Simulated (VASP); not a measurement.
Wanted: the native input for a VASP 6.6.1 run.

```
Task                   : single point
Functional             : PBE
Potentials or basis    : VASP PAW PBE potentials, release 64 (Au, Al)
Cutoff                 : 520 eV
k mesh                 : 8 × 8 × 8
Occupations            : fermi-dirac, width 0.05 eV
Spin                   : no spin polarisation
Dipole correction      : no
Further INCAR settings : ALGO = Normal; EDIFF = 1e-06; NBANDS = 16
```

The structure of Al2Au lies in POSCAR:

```
Al2Au
1.0
    0.0000000000      2.9594544892      2.9594544892
    2.9594544892      0.0000000000      2.9594544892
    2.9594544892      2.9594544892      0.0000000000
Au Al
1 2
Direct
    0.0000000000      0.0000000000      0.0000000000
    0.7500000000      0.7500000000      0.7500000000
    0.2500000000      0.2500000000      0.2500000000
```

The input as run:

INCAR

```
PREC = Accurate
ENCUT = 520
EDIFF = 1E-6
ISMEAR = -1
SIGMA = 0.05
LREAL = False
LASPH = True
NELM = 60
ALGO = Normal
ISIF = 2
LWAVE = False
LCHARG = False
GGA = PE
NBANDS = 16
```

KPOINTS

```
Automatic mesh
0
Gamma
  8 8 8
```

Potentials or basis: VASP PAW PBE potentials, release 64 (Au, Al).

The run is started by

```bash
$ cat potpaw_PBE.64/Au/POTCAR potpaw_PBE.64/Al/POTCAR > POTCAR
$ mpirun -np 1 vasp_std > vasp.out
```

It gave:

```yaml
Pressure: 8.4 GPa
```

It took 29 s on 1 thread of AMD EPYC 7R13, on a shared host, peak memory 0.15 GiB.
